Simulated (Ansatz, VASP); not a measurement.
# Two plane-wave programs on C

```
C
1.0
    -2.45891    0.00000    0.00000
    -1.22946   -2.12948    0.00000
     0.00000    0.00000   12.29430
C
6
Cartesian
  -2.4589 -1.4197 1.7986
  -2.4589 0.0000 8.9948
  -1.2295 -0.7098 5.3967
  -2.4589 -1.4197 8.9954
  -3.6884 -2.1295 5.3973
  -1.2295 -0.7098 1.7992
```

Alike in both runs: task single point; functional PBEsol; k mesh 15 × 15 × 3; occupations gaussian, width 0.05 eV; no spin polarisation.

```csv
,VASP,Ansatz
version,VASP 6.6.1,Ansatz 0.2.0
potentials or method,"VASP PAW PBE potentials, release 64 (C), cutoff 520 eV","scalar-relativistic, plane waves, PAW"
valence electrons in the cell,24,24
```

Ansatz gave:

```
gap on the k mesh at the Fermi level (eV)                     : 0.02
least direct gap on the mesh (eV)                             : 0.02
pressure (GPa)                                                : 0.0
traceless stress, the component that is largest in VASP (GPa) : -0.02
```

Which values does VASP return?

gap on the k mesh at the Fermi level (eV): 0.02; least direct gap on the mesh (eV): 0.02; pressure (GPa): 0.5; traceless stress, the component that is largest in VASP (GPa): -0.64.

VASP's potentials were made for PBE, not for PBEsol.
